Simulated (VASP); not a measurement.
# HgPbBr6 (R-3) in VASP: single point with PBEsol

Aim: the single point of HgPbBr6 with PBEsol.

Program: VASP 6.6.1. These are calculated values, not measurements. Logs are shortened: lines on timing, memory, paths and dates and some standing lists are left out, and cuts for length are marked.

## 1. The cell of the first run

The structure is trigonal, space group R-3 (No. 148). The conventional cell has a = 6.751 Å, b = 6.751 Å, c = 18.708 Å, α = 90.00°, β = 90.00°, γ = 120.00°. Within 3.7 Å of Hg (site symmetry -3) lie 6 Br at 2.78 Å. Within 3.6 Å of Pb (site symmetry -3) lie 6 Br at 2.75 Å. Within 3.6 Å of Br (site symmetry 1) lie 1 Pb at 2.75 Å and 1 Hg at 2.78 Å.

## 2. Single point, PBEsol

Contents of INCAR:

```
SYSTEM = HgPbBr6
  PREC = Accurate
  ENCUT = 520
  EDIFF = 1E-7
  ISMEAR = -1
  SIGMA = 0.03
  LREAL = .FALSE.
  LASPH = .TRUE.
  NELM = 80
  ALGO = Normal
  ISIF = 2
  LWAVE = .FALSE.
  LCHARG = .TRUE.
  GGA = PS
  LELF = .TRUE.
  LVHAR = .TRUE.
  NBANDS = 44
```

Contents of KPOINTS:

```
regular mesh
0
G
  4 4 4
  0 0 0
```

Contents of POSCAR:

```
HgPbBr6
1.0
    3.3753953299      1.9487854023      6.2359277849
   -3.3753953299      1.9487854023      6.2359277849
    0.0000000000     -3.8975708047      6.2359277849
Hg Pb Br
1 1 6
Direct
    0.5000000000      0.5000000000      0.5000000000
    0.0000000000      0.0000000000      0.0000000000
    0.5754787070      0.9285485234      0.2450540082
    0.9285485234      0.2450540082      0.5754787070
    0.7549459918      0.4245212930      0.0714514766
    0.0714514766      0.7549459918      0.4245212930
    0.4245212930      0.0714514766      0.7549459918
    0.2450540082      0.5754787070      0.9285485234
```

Potentials or basis: VASP PAW PBE potentials, release 64 (Hg, Pb_d, Br).

Launch:

```console
> cat potpaw_PBE.64/Hg/POTCAR potpaw_PBE.64/Pb_d/POTCAR potpaw_PBE.64/Br/POTCAR > POTCAR
> mpirun -np 1 vasp_std > vasp.out
```

OUTCAR:

```text
SYSTEM = HgPbBr6
   PREC = Accurate
   ENCUT = 520
   EDIFF = 1E-7
   ISMEAR = -1
   LREAL = .FALSE.
   LASPH = .TRUE.
   NELM = 80
   ISIF = 2
   GGA = PS

 ion  position               nearest neighbor table
   1  0.500  0.500  0.500-   3 2.78   7 2.78   6 2.78   4 2.78   5 2.78   8 2.78
   2  0.000  0.000  0.000-   3 2.75   7 2.75   5 2.75   8 2.75   4 2.75   6 2.75
   3  0.575  0.929  0.245-   2 2.75   1 2.78
   4  0.929  0.245  0.575-   2 2.75   1 2.78
   5  0.755  0.425  0.071-   2 2.75   1 2.78
   6  0.071  0.755  0.425-   2 2.75   1 2.78
   7  0.425  0.071  0.755-   2 2.75   1 2.78
   8  0.245  0.575  0.929-   2 2.75   1 2.78

  LATTYP: Found a trigonal (rhomboedric) cell.
 ALAT       =     7.3537645812
 COS(alpha) =     0.5786336590

  Lattice vectors:

 A1 = (   3.3753953299,   1.9487854023,   6.2359277849)
 A2 = (  -3.3753953299,   1.9487854023,   6.2359277849)
 A3 = (   0.0000000000,  -3.8975708047,   6.2359277849)

Analysis of symmetry for initial positions (statically):
=====================================================================
 Subroutine PRICEL returns:
 Original cell was already a primitive cell.

 Routine SETGRP: Setting up the symmetry group for a
 trigonal (rhombohedral) supercell.

 Subroutine GETGRP returns: Found  6 space group operations
 (whereof  6 operations were pure point group operations)
 out of a pool of 12 trial point group operations.

The static configuration has the point symmetry S_6 .

Analysis of symmetry for dynamics (positions and initial velocities):
=====================================================================
 Subroutine PRICEL returns:
 Original cell was already a primitive cell.

 Routine SETGRP: Setting up the symmetry group for a
 trigonal (rhombohedral) supercell.

 Subroutine GETGRP returns: Found  6 space group operations
 (whereof  6 operations were pure point group operations)
 out of a pool of 12 trial point group operations.

The dynamic configuration has the point symmetry S_6 .

 Subroutine INISYM returns: Found  6 space group operations
 (whereof  6 operations are pure point group operations),
 and found     1 'primitive' translations

----------------------------------------------------------------------------------------

                                     Primitive cell

  volume of cell :     246.1166

  direct lattice vectors                    reciprocal lattice vectors
     3.375395330  1.948785402  6.235927785     0.148130797  0.085523355  0.053453687
    -3.375395330  1.948785402  6.235927785    -0.148130797  0.085523355  0.053453687
     0.000000000 -3.897570805  6.235927785     0.000000000 -0.171046711  0.053453687

  length of vectors
     7.353764581  7.353764581  7.353764581     0.179204559  0.179204559  0.179204559

  position of ions in fractional coordinates (direct lattice)
     0.500000000  0.500000000  0.500000000
     0.000000000  0.000000000  0.000000000
     0.575478707  0.928548523  0.245054008
     0.928548523  0.245054008  0.575478707
     0.754945992  0.424521293  0.071451477
     0.071451477  0.754945992  0.424521293
     0.424521293  0.071451477  0.754945992
     0.245054008  0.575478707  0.928548523

  ion indices of the primitive-cell ions
   primitive index   ion index
                 1           1
                 2           2
                 3           3
                 4           4
                 5           5
                 6           6
                 7           7
                 8           8

----------------------------------------------------------------------------------------

 KPOINTS: regular mesh

Automatic generation of k-mesh.
 Grid dimensions read from file:
 generate k-points for:    4    4    4

 Generating k-lattice:

  Cartesian coordinates                     Fractional coordinates (reciprocal lattice)
     0.037032699  0.021380839  0.013363422     0.250000000 -0.000000000  0.000000000
    -0.037032699  0.021380839  0.013363422    -0.000000000  0.250000000  0.000000000
     0.000000000 -0.042761678  0.013363422     0.000000000  0.000000000  0.250000000

  Length of vectors
     0.044801140  0.044801140  0.044801140

  Shift w.r.t. Gamma in fractional coordinates (k-lattice)
     0.000000000  0.000000000  0.000000000

 Subroutine IBZKPT returns following result:
 ===========================================

 Found     14 irreducible k-points:

 Following reciprocal coordinates:
            Coordinates               Weight
  0.000000  0.000000  0.000000      1.000000
  0.250000  0.000000  0.000000      6.000000
  0.500000  0.000000  0.000000      3.000000
  0.250000  0.250000  0.000000      6.000000
  0.500000  0.250000  0.000000      6.000000
  0.500000 -0.000000 -0.250000      6.000000
 -0.250000  0.250000  0.000000      6.000000
  0.500000  0.500000  0.000000      3.000000
  0.250000  0.250000  0.250000      2.000000
  0.500000  0.250000  0.250000      6.000000
 -0.250000  0.250000  0.250000      6.000000
  0.500000  0.500000  0.250000      6.000000
 -0.250000  0.500000  0.250000      6.000000
  0.500000  0.500000  0.500000      1.000000
   k-points           NKPTS =     14   k-points in BZ     NKDIM =     14   number of bands    NBANDS=     44
   number of dos      NEDOS =    301   number of ions     NIONS =      8
   total plane-waves  NPLWV = 175616
   dimension x,y,z NGX =    56 NGY =   56 NGZ =   56
   dimension x,y,z NGXF=   112 NGYF=  112 NGZF=  112
   ions per type =               1   1   6
   NGX,Y,Z   is equivalent  to a cutoff of  12.66, 12.66, 12.66 a.u.
   NGXF,Y,Z  is equivalent  to a cutoff of  25.32, 25.32, 25.32 a.u.
 SYSTEM =  HgPbBr6
   PREC   = accura    normal or accurate (medium, high low for compatibility)
   ISTART =      0    job   : 0-new  1-cont  2-samecut
   ICHARG =      2    charge: 1-file 2-atom 10-const
   ISPIN  =      1    spin polarized calculation?
   LNONCOLLINEAR =      F non collinear calculations
   LSORBIT =      F    spin-orbit coupling
   LASPH  =      T    aspherical Exc in radial PAW
   ENCUT  =  520.0 eV  38.22 Ry    6.18 a.u.  13.67 13.67 13.67*2*pi/ulx,y,z
   NELM   =     80;   NELMIN=  2; NELMDL= -5     # of ELM steps
   EDIFF  = 0.1E-06   stopping-criterion for ELM
   LREAL  =      F    real-space projection
   EDIFFG = 0.1E-05   stopping-criterion for IOM
   NSW    =      0    number of steps for IOM
   IBRION =     -1    ionic relax: 0-MD 1-quasi-New 2-CG
   NFREE  =      0    steps in history (QN), initial steepest desc. (CG)
   ISIF   =      2    stress and relaxation
   ISYM   =      2    0-nonsym 1-usesym 2-fastsym
   POTIM  = 0.5000    time-step for ionic-motion
   TEBEG  =    0.0;   TEEND  =   0.0 temperature during run
   PSTRESS=    0.0 pullay stress
   NELECT =      68.0000    total number of electrons
   NUPDOWN=      -1.0000    fix difference up-down
   EMIN   =  10.00;   EMAX   =-10.00  energy-range for DOS
   EFERMI =   0.00;   METHOD = LEGACY
   ISMEAR =    -1;   SIGMA  =   0.03  broadening in eV -4-tet -1-fermi 0-gaus
   EFERMI_NEDOS =   21; number of points for ismear=-14 and -15
   IALGO  =     38    algorithm
   IMIX   =      4    mixing-type and parameters
     AMIX     =   0.40;   BMIX     =  1.00
     AMIX_MAG =   1.60;   BMIX_MAG =  1.00
  volume/ion in A,a.u.               =      30.76       207.61
  Fermi-wavevector in a.u.,A,eV,Ry     =   1.066263  2.014944 15.468678  1.136916
  Thomas-Fermi vector in A             =   2.201841
   LORBIT       =      0    0 simple, 1 ext, 2 COOP (PROOUT), +10 PAW based schemes
   GGA     = PS    functional components
   LHFCALC =     F    Hartree Fock is set to
   AEXX    =    0.0000 exact exchange contribution
   IVDW    =     0    specifies the selected vdW correction
   LEPSILON=     F    determine dielectric tensor
   LRPA    =     F    only Hartree local field effects (RPA)
 non-spin polarized calculation
  energy-cutoff  :      520.00
  volume of cell :      246.12
 maximum number of plane-waves:      6656
 NGX is ok and might be reduce to    56
   NGX = 27   NGY = 27   NGZ = 27

 number of electron      68.0000000 magnetization

 Free energy of the ion-electron system (eV)
  ---------------------------------------------------
  ext. energy  EPLUGINS =         0.00000000
  ---------------------------------------------------
  free energy    TOTEN  =       -18.49375308 eV

  energy without entropy =      -18.49090561  energy(sigma->0) =      -18.49232934

 E-fermi :   0.4962     XC(G=0):  -8.7810

 val. band max:        0.3720209487   @ k =   0.2500   0.0000   0.0000
 cond. band min:       0.5079840878   @ k =   0.0000   0.0000   0.0000
 fundamental gap:      0.1359631392
 Fermi energy:         0.4962097943

 k-point     1 :       0.0000    0.0000    0.0000
  band No.  band energies     occupation
      1     -15.9503      2.00000
      2     -15.9503      2.00000
      3     -15.7121      2.00000
      4     -15.7121      2.00000
      5     -15.7025      2.00000
      6     -13.8219      2.00000
[... 36 lines left out ...]
     43       9.0260      0.00000
     44       9.0276      0.00000

 k-point     2 :       0.2500    0.0000    0.0000
  band No.  band energies     occupation
      1     -15.9508      2.00000
      2     -15.9499      2.00000
      3     -15.7122      2.00000
      4     -15.7121      2.00000
      5     -15.7024      2.00000
      6     -13.7117      2.00000
[... 36 lines left out ...]
     43       8.4456      0.00000
     44       8.7389      0.00000

 k-point     3 :       0.5000    0.0000    0.0000
  band No.  band energies     occupation
      1     -15.9513      2.00000
      2     -15.9494      2.00000
      3     -15.7122      2.00000
      4     -15.7120      2.00000
      5     -15.7023      2.00000
      6     -13.5032      2.00000
[... 36 lines left out ...]
     43       8.5727      0.00000
     44       8.6002      0.00000

 k-point     4 :       0.2500    0.2500    0.0000
  band No.  band energies     occupation
      1     -15.9511      2.00000
      2     -15.9498      2.00000
      3     -15.7121      2.00000
      4     -15.7121      2.00000
      5     -15.7024      2.00000
      6     -13.6847      2.00000
[... 412 lines left out ...]
     43       8.5409      0.00000
     44       8.7250      0.00000

 k-point    13 :      -0.2500    0.5000    0.2500
  band No.  band energies     occupation
      1     -15.9518      2.00000
      2     -15.9498      2.00000
      3     -15.7121      2.00000
      4     -15.7120      2.00000
      5     -15.7023      2.00000
      6     -13.4433      2.00000
[... 36 lines left out ...]
     43       8.5926      0.00000
     44       8.7551      0.00000

 k-point    14 :       0.5000    0.5000    0.5000
  band No.  band energies     occupation
      1     -15.9490      2.00000
      2     -15.9490      2.00000
      3     -15.7121      2.00000
      4     -15.7121      2.00000
      5     -15.7025      2.00000
      6     -13.5580      2.00000
[... 36 lines left out ...]
     43       8.9271      0.00000
     44       9.0469      0.00000

------------------------ aborting loop because EDIFF is reached ----------------------------------------

  FORCE on cell =-STRESS in cart. coord.  units (eV):
  Direction    XX          YY          ZZ          XY          YZ          ZX
  --------------------------------------------------------------------------------------
  -------------------------------------------------------------------------------------
  Total        0.1211272      0.1211272      0.1471804     -0.0000011     -0.0000000     -0.0000000
  in kB        0.7885174      0.7885174      0.9581193     -0.0000070     -0.0000000     -0.0000000
  external PRESSURE =       0.8450514 kB  Pullay stress =       0.0000000 kB

 VOLUME and BASIS-vectors are now :
 -----------------------------------------------------------------------------
  energy-cutoff  :      520.00
  volume of cell :      246.12
      direct lattice vectors                 reciprocal lattice vectors
     3.375395330  1.948785402  6.235927785     0.148130797  0.085523355  0.053453687
    -3.375395330  1.948785402  6.235927785    -0.148130797  0.085523355  0.053453687
     0.000000000 -3.897570805  6.235927785     0.000000000 -0.171046711  0.053453687

 POSITION                                       TOTAL-FORCE (eV/Angst)
 -----------------------------------------------------------------------------------
      0.00000     -0.00000      9.35389         0.000000     -0.000000     -0.000000
      0.00000      0.00000      0.00000         0.000000     -0.000000     -0.000000
     -1.19175      1.97591     10.90714        -0.015420      0.014965      0.008778
      2.30706      0.04413     10.90714         0.020670      0.005871      0.008778
      1.11531      2.02004      7.80064         0.005250      0.020837     -0.008778
     -2.30706     -0.04413      7.80064        -0.020670     -0.005871     -0.008778
      1.19175     -1.97591      7.80064         0.015420     -0.014965     -0.008778
     -1.11531     -2.02004     10.90714        -0.005250     -0.020837      0.008778
 -----------------------------------------------------------------------------------
    total drift:                               -0.000000      0.000000      0.000000

  FREE ENERGIE OF THE ION-ELECTRON SYSTEM (eV)
  ---------------------------------------------------
  free  energy   TOTEN  =       -18.4937530761 eV

  energy  without entropy=      -18.4909056122  energy(sigma->0) =      -18.49232934
```

It took 4.2 min on 1 thread of Intel Xeon 6975P-C, shared host; peak memory 0.49 GiB.

What came out:

- Free energy: -18.4938 eV
- Pressure: 0.1 GPa
- Largest force: 0.023 eV/Å
- Band gap on the k mesh: 0.14 eV, indirect (least direct gap 0.15 eV)

Forces on the atoms (eV/Å):
```
Hg   0.000  0.000  0.000
Pb   0.000  0.000  0.000
Br  -0.015  0.015  0.009
Br   0.021  0.006  0.009
Br   0.005  0.021 -0.009
Br  -0.021 -0.006 -0.009
Br   0.015 -0.015 -0.009
Br  -0.005 -0.021  0.009
```

Caveat: the PAW data sets were made with another functional, which shifts forces and pressure a little; spin-orbit coupling is left out, which moves the levels of the heavy elements.
